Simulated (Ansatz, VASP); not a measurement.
**Al3Cu2: VASP beside Ansatz**

```
Al Cu
1.0
     4.21410    0.00000    0.00000
    -2.10705    3.64952    0.00000
     0.00000    0.00000    4.71271
Al Cu
3 2
Cartesian
  0.0000 0.0000 0.0000
  0.0000 2.4330 1.6565
  2.1070 1.2165 3.0562
  0.0000 2.4330 3.9695
  2.1070 1.2165 0.7432
```

Alike in both runs: task single point; functional PBEsol; k mesh 18 × 18 × 12; occupations gaussian, width 0.15 eV; no spin polarisation.

```csv
,VASP,Ansatz
version,VASP 6.6.1,Ansatz 0.2.0
potentials or method,"VASP PAW PBE potentials, release 64 (Al, Cu), cutoff 520 eV","scalar-relativistic, plane waves, PAW"
valence electrons in the cell,31,47
```

Ansatz gave:

| Property | Result |
| --- | --- |
| gap on the k mesh at the Fermi level (eV) | none |
| pressure (GPa) | 1.7 |
| traceless stress, the component that is largest in VASP (GPa) | 12.02 |
| rms of the force components (eV/Å) | 0.141 |

What did VASP give for the same quantities?

gap on the k mesh at the Fermi level (eV): none; pressure (GPa): 2.0; traceless stress, the component that is largest in VASP (GPa): 12.03; rms of the force components (eV/Å): 0.139.

VASP's potentials were made for PBE, not for PBEsol. Atom by atom the forces differ by 0.002 eV/Å (rms over components). A gap of «none» marks a metal or a gap that the smearing closes. The functional is the same, so the differences come from potentials, cutoffs and numerics. VASP's potentials hold 31 valence electrons a cell and Ansatz's 47, so a difference there can come from the potentials and not from the codes.
